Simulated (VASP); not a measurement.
# Mg (Fd-3m) in VASP: further runs

Runs on Mg. Level: PBE. Tasks: relaxation of cell and atoms.

Everything below comes from runs of VASP 6.6.1. Logs are shortened: lines on timing, memory, paths and dates and some standing lists are left out, and cuts for length are marked.

### 1 The cell of the first run

Symmetry: Fd-3m, No. 227, cubic system. Conventional cell: a = 4.598 Å, b = 4.598 Å, c = 4.598 Å, α = 90.00°, β = 90.00°, γ = 90.00°. Mg (site symmetry -43m) has 4 Mg at 1.99 Å within 2.6 Å.

This isn't the form of Mg at room conditions, which is hcp.

### 2 Relaxation of cell and atoms, PBE, target pressure 94 GPa, at which the enthalpy is minimised

The input, INCAR:

```
SYSTEM = Mg
PREC = Accurate
ENCUT = 600
EDIFF = 1E-6
ISMEAR = -1
SIGMA = 0.1
LREAL = .FALSE.
LASPH = .TRUE.
NELM = 100
ALGO = Normal
ISIF = 3
LWAVE = .FALSE.
LCHARG = .FALSE.
GGA = PE
IBRION = 2
NSW = 60
EDIFFG = -0.005
PSTRESS = 940.0
```

The input, KPOINTS:

```
Automatic mesh
0
G
  14 14 14
  0 0 0
```

The input, POSCAR:

```
Mg
1.0
    0.0000000000      2.2989998325      2.2989998325
    2.2989998325      0.0000000000      2.2989998325
    2.2989998325      2.2989998325      0.0000000000
Mg
2
Direct
   -0.1250000000     -0.1250000000     -0.1250000000
    0.1250000000      0.1250000000      0.1250000000
```

Potentials or basis: VASP PAW PBE potentials, release 64 (Mg).

Run with:

```
$ cat potpaw_PBE.64/Mg/POTCAR > POTCAR
$ mpirun -np 1 vasp_std > vasp.out
```

OUTCAR:

```text
SYSTEM = Mg
   PREC = Accurate
   ENCUT = 600
   EDIFF = 1E-6
   ISMEAR = -1
   LREAL = .FALSE.
   LASPH = .TRUE.
   NELM = 100
   ISIF = 3
   GGA = PE
   IBRION = 2
   NSW = 60
   EDIFFG = -0.005
   PSTRESS = 940.0

 ion  position               nearest neighbor table
   1  0.875  0.875  0.875-   2 1.99   2 1.99   2 1.99   2 1.99
   2  0.125  0.125  0.125-   1 1.99   1 1.99   1 1.99   1 1.99

  LATTYP: Found a face centered cubic cell.
 ALAT       =     4.5979996650

  Lattice vectors:

 A1 = (   0.0000000000,   2.2989998325,   2.2989998325)
 A2 = (   2.2989998325,   0.0000000000,   2.2989998325)
 A3 = (   2.2989998325,   2.2989998325,   0.0000000000)

Analysis of symmetry for initial positions (statically):
=====================================================================
 Subroutine PRICEL returns:
 Original cell was already a primitive cell.

 Routine SETGRP: Setting up the symmetry group for a
 face centered cubic supercell.

 Subroutine GETGRP returns: Found 48 space group operations
 (whereof 12 operations were pure point group operations)
 out of a pool of 48 trial point group operations.

The static configuration has the point symmetry D_3d.
 The point group associated with its full space group is O_h .

Analysis of symmetry for dynamics (positions and initial velocities):
=====================================================================
 Subroutine PRICEL returns:
 Original cell was already a primitive cell.

 Routine SETGRP: Setting up the symmetry group for a
 face centered cubic supercell.

 Subroutine GETGRP returns: Found 48 space group operations
 (whereof 12 operations were pure point group operations)
 out of a pool of 48 trial point group operations.

The dynamic configuration has the point symmetry D_3d.
 The point group associated with its full space group is O_h .

 Subroutine INISYM returns: Found 48 space group operations
 (whereof 12 operations are pure point group operations),
 and found     1 'primitive' translations

----------------------------------------------------------------------------------------

                                     Primitive cell

  volume of cell :      24.3023

  direct lattice vectors                    reciprocal lattice vectors
     0.000000000  2.298999832  2.298999832    -0.217485879  0.217485879  0.217485879
     2.298999832  0.000000000  2.298999832     0.217485879 -0.217485879  0.217485879
     2.298999832  2.298999832  0.000000000     0.217485879  0.217485879 -0.217485879

  length of vectors
     3.251276743  3.251276743  3.251276743     0.376696593  0.376696593  0.376696593

  position of ions in fractional coordinates (direct lattice)
     0.875000000  0.875000000  0.875000000
     0.125000000  0.125000000  0.125000000

  ion indices of the primitive-cell ions
   primitive index   ion index
                 1           1
                 2           2

----------------------------------------------------------------------------------------

 KPOINTS: Automatic mesh

Automatic generation of k-mesh.
 Grid dimensions read from file:
 generate k-points for:   14   14   14

 Generating k-lattice:

  Cartesian coordinates                     Fractional coordinates (reciprocal lattice)
    -0.015534706  0.015534706  0.015534706     0.071428571  0.000000000  0.000000000
     0.015534706 -0.015534706  0.015534706     0.000000000  0.071428571  0.000000000
     0.015534706  0.015534706 -0.015534706     0.000000000  0.000000000  0.071428571

  Length of vectors
     0.026906899  0.026906899  0.026906899

  Shift w.r.t. Gamma in fractional coordinates (k-lattice)
     0.000000000  0.000000000  0.000000000

 Subroutine IBZKPT returns following result:
 ===========================================

 Found    104 irreducible k-points:

 Following reciprocal coordinates:
            Coordinates               Weight
  0.000000  0.000000  0.000000      1.000000
  0.071429  0.000000  0.000000      8.000000
  0.142857  0.000000  0.000000      8.000000
  0.214286  0.000000  0.000000      8.000000
  0.285714  0.000000  0.000000      8.000000
  0.357143  0.000000  0.000000      8.000000
[... 16 lines left out ...]
  0.214286  0.142857  0.000000     24.000000
  0.285714  0.142857  0.000000     24.000000
 [... further k-points ...]
   k-points           NKPTS =    104   k-points in BZ     NKDIM =    104   number of bands    NBANDS=      6
   number of dos      NEDOS =    301   number of ions     NIONS =      2
   total plane-waves  NPLWV =  21952
   dimension x,y,z NGX =    28 NGY =   28 NGZ =   28
   dimension x,y,z NGXF=    56 NGYF=   56 NGZF=   56
   ions per type =               2
   NGX,Y,Z   is equivalent  to a cutoff of  14.32, 14.32, 14.32 a.u.
   NGXF,Y,Z  is equivalent  to a cutoff of  28.63, 28.63, 28.63 a.u.
 SYSTEM =  Mg
   PREC   = accura    normal or accurate (medium, high low for compatibility)
   ISTART =      0    job   : 0-new  1-cont  2-samecut
   ICHARG =      2    charge: 1-file 2-atom 10-const
   ISPIN  =      1    spin polarized calculation?
   LNONCOLLINEAR =      F non collinear calculations
   LSORBIT =      F    spin-orbit coupling
   LASPH  =      T    aspherical Exc in radial PAW
   ENCUT  =  600.0 eV  44.10 Ry    6.64 a.u.   6.49  6.49  6.49*2*pi/ulx,y,z
   NELM   =    100;   NELMIN=  2; NELMDL= -5     # of ELM steps
   EDIFF  = 0.1E-05   stopping-criterion for ELM
   LREAL  =      F    real-space projection
   EDIFFG = -.5E-02   stopping-criterion for IOM
   NSW    =     60    number of steps for IOM
   IBRION =      2    ionic relax: 0-MD 1-quasi-New 2-CG
   NFREE  =      1    steps in history (QN), initial steepest desc. (CG)
   ISIF   =      3    stress and relaxation
   ISYM   =      2    0-nonsym 1-usesym 2-fastsym
   POTIM  = 0.5000    time-step for ionic-motion
   TEBEG  =    0.0;   TEEND  =   0.0 temperature during run
   PSTRESS=  940.0 pullay stress
   NELECT =       4.0000    total number of electrons
   NUPDOWN=      -1.0000    fix difference up-down
   EMIN   =  10.00;   EMAX   =-10.00  energy-range for DOS
   EFERMI =   0.00;   METHOD = LEGACY
   ISMEAR =    -1;   SIGMA  =   0.10  broadening in eV -4-tet -1-fermi 0-gaus
   EFERMI_NEDOS =   21; number of points for ismear=-14 and -15
   IALGO  =     38    algorithm
   IMIX   =      4    mixing-type and parameters
     AMIX     =   0.40;   BMIX     =  1.00
     AMIX_MAG =   1.60;   BMIX_MAG =  1.00
  volume/ion in A,a.u.               =      12.15        82.00
  Fermi-wavevector in a.u.,A,eV,Ry     =   0.897179  1.695423 10.951746  0.804931
  Thomas-Fermi vector in A             =   2.019731
   LORBIT       =      0    0 simple, 1 ext, 2 COOP (PROOUT), +10 PAW based schemes
   GGA     = PE    functional components
   LHFCALC =     F    Hartree Fock is set to
   AEXX    =    0.0000 exact exchange contribution
   IVDW    =     0    specifies the selected vdW correction
   LEPSILON=     F    determine dielectric tensor
   LRPA    =     F    only Hartree local field effects (RPA)
 conjugate gradient relaxation of ions
 non-spin polarized calculation
  energy-cutoff  :      600.00
  volume of cell :       24.30
 maximum number of plane-waves:       869
 NGX is ok and might be reduce to    28
   NGX = 13   NGY = 13   NGZ = 13

--------------------------------------- Ionic step        1  -------------------------------------------

 number of electron       4.0000000 magnetization

 Free energy of the ion-electron system (eV)
  ---------------------------------------------------
  ext. energy  EPLUGINS =         0.00000000
  ---------------------------------------------------
  free energy    TOTEN  =         6.63095098 eV

  energy without entropy =        6.65558477  energy(sigma->0) =        6.64326788

------------------------ aborting loop because EDIFF is reached ----------------------------------------

  FORCE on cell =-STRESS in cart. coord.  units (eV):
  Direction    XX          YY          ZZ          XY          YZ          ZX
  --------------------------------------------------------------------------------------
  -------------------------------------------------------------------------------------
  Total       17.4970429     17.4970429     17.4970429      0.0000000      0.0000000     -0.0000000
  in kB     1153.5287510   1153.5287510   1153.5287510      0.0000000      0.0000000     -0.0000000
  external PRESSURE =     213.5287510 kB  Pullay stress =     940.0000000 kB

 VOLUME and BASIS-vectors are now :
 -----------------------------------------------------------------------------
  energy-cutoff  :      600.00
  volume of cell :       24.30
      direct lattice vectors                 reciprocal lattice vectors
     0.000000000  2.298999832  2.298999832    -0.217485879  0.217485879  0.217485879
     2.298999832  0.000000000  2.298999832     0.217485879 -0.217485879  0.217485879
     2.298999832  2.298999832  0.000000000     0.217485879  0.217485879 -0.217485879
[... 8 lines left out ...]
  FREE ENERGIE OF THE ION-ELECTRON SYSTEM (eV)
  ---------------------------------------------------
  free  energy   TOTEN  =         6.6309509778 eV

  energy  without entropy=        6.6555847736  energy(sigma->0) =        6.64326788

  enthalpy is  TOTEN    =        20.8891307368 eV   P V=       14.2581797590

--------------------------------------- Ionic step        2  -------------------------------------------

 number of electron       4.0000000 magnetization

 E-fermi :   5.3203     XC(G=0):  -9.8077

 val. band max:        5.3016985342   @ k =  -0.4286   0.4286   0.1429
 cond. band min:       5.3430221142   @ k =   0.5000   0.3571   0.0714
 fundamental gap:      0.0413235800
 Fermi energy:         5.3202643995

 k-point     1 :       0.0000    0.0000    0.0000
  band No.  band energies     occupation
      1      -3.5569      2.00000
      2      11.7249      0.00000
      3      11.7249      0.00000
      4      11.7249      0.00000
      5      12.3269      0.00000
      6      12.3269      0.00000

 k-point     2 :       0.0714    0.0000    0.0000
  band No.  band energies     occupation
      1      -3.4622      2.00000
      2      10.4496      0.00000
      3      11.3515      0.00000
      4      11.3515      0.00000
      5      12.8370      0.00000
      6      12.8370      0.00000
[... 265 lines left out ...]
  FREE ENERGIE OF THE ION-ELECTRON SYSTEM (eV)
  ---------------------------------------------------
  free  energy   TOTEN  =         5.2142613893 eV

  energy  without entropy=        5.2395276919  energy(sigma->0) =        5.22689454

  enthalpy is  TOTEN    =        20.7557046864 eV   P V=       15.5414432971

--------------------------------------- Ionic step        4  -------------------------------------------

 number of electron       4.0000000 magnetization

 Free energy of the ion-electron system (eV)
  ---------------------------------------------------
  ext. energy  EPLUGINS =         0.00000000
  ---------------------------------------------------
  free energy    TOTEN  =         5.26800705 eV

  energy without entropy =        5.29324393  energy(sigma->0) =        5.28062549

 E-fermi :   6.6303     XC(G=0): -10.3582

 val. band max:        6.6179311938   @ k =   0.4286   0.2857   0.0000
 cond. band min:       6.6353627613   @ k =  -0.4286   0.4286   0.1429
 fundamental gap:      0.0174315675
 Fermi energy:         6.6303358075

 k-point     1 :       0.0000    0.0000    0.0000
  band No.  band energies     occupation
      1      -3.0894      2.00000
      2      13.6023      0.00000
      3      13.6023      0.00000
      4      13.6023      0.00000
      5      14.1199      0.00000
      6      14.1199      0.00000

 k-point     2 :       0.0714    0.0000    0.0000
  band No.  band energies     occupation
      1      -2.9849      2.00000
      2      12.1754      0.00000
      3      13.1625      0.00000
      4      13.1625      0.00000
      5      14.7140      0.00000
      6      14.7140      0.00000
[... 220 lines left out ...]
 POSITION                                       TOTAL-FORCE (eV/Angst)
 -----------------------------------------------------------------------------------
      4.13570      4.13570      4.13570        -0.000000      0.000000      0.000000
      0.59081      0.59081      0.59081         0.000000     -0.000000     -0.000000
 -----------------------------------------------------------------------------------
    total drift:                               -0.000000     -0.000000      0.000000

  FREE ENERGIE OF THE ION-ELECTRON SYSTEM (eV)
  ---------------------------------------------------
  free  energy   TOTEN  =         5.2680070469 eV

  energy  without entropy=        5.2932439313  energy(sigma->0) =        5.28062549

  enthalpy is  TOTEN    =        20.7554595155 eV   P V=       15.4874524686

 reached required accuracy - stopping structural energy minimisation
```

Run time: 68 s. Hardware: 1 thread of Intel Xeon 8259CL, shared host; peak memory 0.18 GiB.

Results:

```yaml
Free_energy: 5.2680 eV
Relaxed_volume: 13.20 Å³/atom
Relaxed_cell: a = 3.342 Å, b = 3.342 Å, c = 3.342 Å, α = 60.00°, β = 60.00°, γ = 60.00°
Space_group_after_relaxing_to_0.1_Å: Fd-3m (No. 227)
Energy_change_on_relaxing_the_run_minimises_the_enthalpy: -681.5 meV/atom
Ionic_steps: 4
Pressure_after_relaxing: 94.0 GPa
Band_gap_on_the_k_mesh: zero (bands 2 and 3 overlap by 9.06 eV)
```

The path:
```
step  energy change (eV)  largest force (eV/Å)  pressure (GPa)  volume (Å³)
   1              0.0000                0.0000          115.35        24.30
   2             -3.3444                0.0000           64.70        30.45
   3             -1.4167                0.0000           93.16        26.49
   4             -1.3629                0.0000           93.99        26.40
```

Final structure:
```cif
data_structure
_symmetry_space_group_name_H-M 'P 1'
_symmetry_Int_Tables_number 1
_cell_length_a 3.3421
_cell_length_b 3.3421
_cell_length_c 3.3421
_cell_angle_alpha 60.000
_cell_angle_beta 60.000
_cell_angle_gamma 60.000
_cell_volume 26.40
loop_
_atom_site_label
_atom_site_type_symbol
_atom_site_fract_x
_atom_site_fract_y
_atom_site_fract_z
_atom_site_occupancy
Mg1 Mg 0.87500 0.87500 0.87500 1
Mg2 Mg 0.12500 0.12500 0.12500 1
```

Caveat: the cell is relaxed towards a set pressure, so the run minimises the enthalpy, not the energy.

### 3 Relaxation of cell and atoms, PBE, target pressure 94 GPa, at which the enthalpy is minimised

This run uses another cell than the first one, of 13.21 Å³/atom.

The input, INCAR:

```
SYSTEM = Mg
  ALGO = Normal
  EDIFF = 1E-7
  EDIFFG = -0.005
  ENCUT = 600
  GGA = PE
  IBRION = 2
  ISIF = 3
  ISMEAR = -1
  LASPH = .True.
  LCHARG = .False.
  LREAL = .False.
  LWAVE = .False.
  NELM = 80
  NSW = 32
  PREC = Accurate
  PSTRESS = 940.0
  SIGMA = 0.1
```

The input, KPOINTS:

```
k-points
0
Gamma
  14 14 14
  0 0 0
```

The input, POSCAR:

```
Mg
1.0
    0.0000000000      2.3638081589      2.3638081589
    2.3638081589      0.0000000000      2.3638081589
    2.3638081589      2.3638081589      0.0000000000
Mg
2
Direct
   -0.1250000000     -0.1250000000     -0.1250000000
    0.1250000000      0.1250000000      0.1250000000
```

Potentials or basis: VASP PAW PBE potentials, release 64 (Mg).

Run with:

```
$ cat potpaw_PBE.64/Mg/POTCAR > POTCAR
$ mpirun -np 1 vasp_std > vasp.out
```

OUTCAR:

```text
SYSTEM = Mg
   EDIFF = 1E-7
   EDIFFG = -0.005
   ENCUT = 600
   GGA = PE
   IBRION = 2
   ISIF = 3
   ISMEAR = -1
   LASPH = .True.
   LREAL = .False.
   NELM = 80
   NSW = 32
   PREC = Accurate
   PSTRESS = 940.0

 ion  position               nearest neighbor table
   1  0.875  0.875  0.875-   2 2.05   2 2.05   2 2.05   2 2.05
   2  0.125  0.125  0.125-   1 2.05   1 2.05   1 2.05   1 2.05

  LATTYP: Found a face centered cubic cell.
 ALAT       =     4.7276163178

  Lattice vectors:

 A1 = (   0.0000000000,   2.3638081589,   2.3638081589)
 A2 = (   2.3638081589,   0.0000000000,   2.3638081589)
 A3 = (   2.3638081589,   2.3638081589,   0.0000000000)

Analysis of symmetry for initial positions (statically):
=====================================================================
 Subroutine PRICEL returns:
 Original cell was already a primitive cell.

 Routine SETGRP: Setting up the symmetry group for a
 face centered cubic supercell.

 Subroutine GETGRP returns: Found 48 space group operations
 (whereof 12 operations were pure point group operations)
[... 172 lines left out ...]
  --------------------------------------------------------------------------------------
  -------------------------------------------------------------------------------------
  Total       15.4695021     15.4695021     15.4695021     -0.0000000     -0.0000000      0.0000000
  in kB      938.2536022    938.2536022    938.2536022     -0.0000000     -0.0000000      0.0000000
  external PRESSURE =      -1.7463978 kB  Pullay stress =     940.0000000 kB
[... 63 lines left out ...]
--------------------------------------- Ionic step        3  -------------------------------------------

 number of electron       4.0000000 magnetization

 Free energy of the ion-electron system (eV)
  ---------------------------------------------------
  ext. energy  EPLUGINS =         0.00000000
  ---------------------------------------------------
  free energy    TOTEN  =         5.26885642 eV

  energy without entropy =        5.29409285  energy(sigma->0) =        5.28147463

 E-fermi :   6.6309     XC(G=0): -10.3585

 val. band max:        6.6184604211   @ k =   0.4286   0.2857   0.0000
 cond. band min:       6.6359462379   @ k =  -0.4286   0.4286   0.1429
 fundamental gap:      0.0174858168
 Fermi energy:         6.6309049838

 k-point     1 :       0.0000    0.0000    0.0000
  band No.  band energies     occupation
      1      -3.0892      2.00000
      2      13.6031      0.00000
      3      13.6031      0.00000
      4      13.6031      0.00000
      5      14.1207      0.00000
      6      14.1207      0.00000
[... 199 lines left out ...]
 k-point    24 :       0.2857    0.1429    0.0000
  band No.  band energies     occupation
      1      -1.5747      2.00000
      2       8.0931      0.00000
      3      10.6156      0.00000
      4      11.7521      0.00000
      5      12.3018      0.00000
      6      14.5066      0.00000

 [... further k-points ...]

------------------------ aborting loop because EDIFF is reached ----------------------------------------

  FORCE on cell =-STRESS in cart. coord.  units (eV):
  Direction    XX          YY          ZZ          XY          YZ          ZX
  --------------------------------------------------------------------------------------
  -------------------------------------------------------------------------------------
  Total       15.4876987     15.4876987     15.4876987      0.0000000      0.0000000      0.0000000
  in kB      940.0788336    940.0788336    940.0788336      0.0000000      0.0000000      0.0000000
  external PRESSURE =       0.0788336 kB  Pullay stress =     940.0000000 kB
[... 21 lines left out ...]
  energy  without entropy=        5.2940928485  energy(sigma->0) =        5.28147463

  enthalpy is  TOTEN    =        20.7552562996 eV   P V=       15.4863998806

 reached required accuracy - stopping structural energy minimisation
```

Run time: 50 s. Hardware: 1 thread of Intel Xeon 8259CL, shared host; peak memory 0.17 GiB.

What came out:

* Free energy: 5.2689 eV
* Relaxed volume: 13.20 Å³/atom
* Relaxed cell: a = 3.342 Å, b = 3.342 Å, c = 3.342 Å, α = 60.00°, β = 60.00°, γ = 60.00°
* Space group after relaxing (to 0.1 Å): Fd-3m (No. 227)
* Energy change on relaxing (the run minimises the enthalpy): +5.9 meV/atom
* Ionic steps: 3
* Pressure after relaxing: 94.0 GPa
* Band gap on the k mesh: zero (bands 2 and 3 overlap by 9.06 eV)

Step by step:
```tsv
step	energy change (eV)	largest force (eV/Å)	pressure (GPa)	volume (Å³)
1	0.0000	0.0000	93.83	26.42
2	0.0323	0.0000	94.32	26.36
3	0.0119	0.0000	94.01	26.40
```

Final structure:
```
Mg
1.0
     0.00000    2.36320    2.36320
     2.36320    0.00000    2.36320
     2.36320    2.36320    0.00000
Mg
2
Direct
  0.87500 0.87500 0.87500
  0.12500 0.12500 0.12500
```

Caveat: the cell is relaxed towards a set pressure, so the run minimises the enthalpy, not the energy.
